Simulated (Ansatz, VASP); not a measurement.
## Ta in VASP and in Ansatz

POSCAR

```
Ta
1.0
   -1.7008184000      1.7008184000      1.7008184000
    1.7008184000     -1.7008184000      1.7008184000
    1.7008184000      1.7008184000     -1.7008184000
Ta
1
Direct
    0.0000000000      0.0000000000      0.0000000000
```

File INCAR.step1:

```
PREC = Accurate
ENCUT = 520
ISMEAR = 0
SIGMA = 0.15
LREAL = False
LASPH = True
NELM = 100
NBANDS = 12
GGA = PE
ALGO = Normal
EDIFF = 1E-4
LWAVE = True
LCHARG = False
```

The input INCAR.step2:

```
PREC = Accurate
ENCUT = 520
EDIFF = 1E-7
ISMEAR = 0
SIGMA = 0.15
LREAL = False
LASPH = True
NELM = 100
ALGO = Normal
ISIF = 2
LWAVE = False
LCHARG = False
METAGGA = R2SCAN
LMIXTAU = True
NBANDS = 12
ISTART = 1
```

File KPOINTS:

```
Automatic mesh
0
Gamma
  20 20 20
```

Input for Ansatz:

```yaml
crystal:
  lattice:
    - [-1.7008184, 1.7008184, 1.7008184]
    - [1.7008184, -1.7008184, 1.7008184]
    - [1.7008184, 1.7008184, -1.7008184]
  atoms:
    - { symbol: Ta, position: [0.0, 0.0, 0.0] }
basis:
  ecutwfc: 500
kpoints:
  mp_grid: { grid: [20, 20, 20] }
hamiltonian:
  xc: r2scan
scf:
  occupations: { method: gaussian, width: 0.15 }
output:
  forces: true
  stress: true
  eigenvalues: true
```

Change from the starting cell: strain +0.030 along x and y, +0.030 along z, atoms carried along.

Alike in both runs: task single point; functional r2SCAN; k mesh 20 × 20 × 20; occupations gaussian, width 0.15 eV; no spin polarisation.

|  | VASP | Ansatz |
| --- | --- | --- |
| version | VASP 6.6.1 | Ansatz 0.2.0 |
| potentials or method | VASP PAW PBE potentials, release 64 (Ta_pv), cutoff 520 eV | scalar-relativistic, plane waves, PAW |
| valence electrons in the cell | 11 | 13 |

VASP gave:

| Quantity | Value |
| --- | --- |
| gap on the k mesh at the Fermi level (eV) | none |
| pressure (GPa) | -14.5 |

**Question.** Which values does Ansatz return?

**Answer.** gap on the k mesh at the Fermi level (eV): none; pressure (GPa): -14.9.

VASP's potentials were made for PBE, not for r2SCAN. A gap of «none» marks a metal or a gap that the smearing closes. VASP's potentials hold 11 valence electrons a cell and Ansatz's 13, so a difference there can come from the potentials and not from the codes.

Spin-orbit coupling is off throughout.
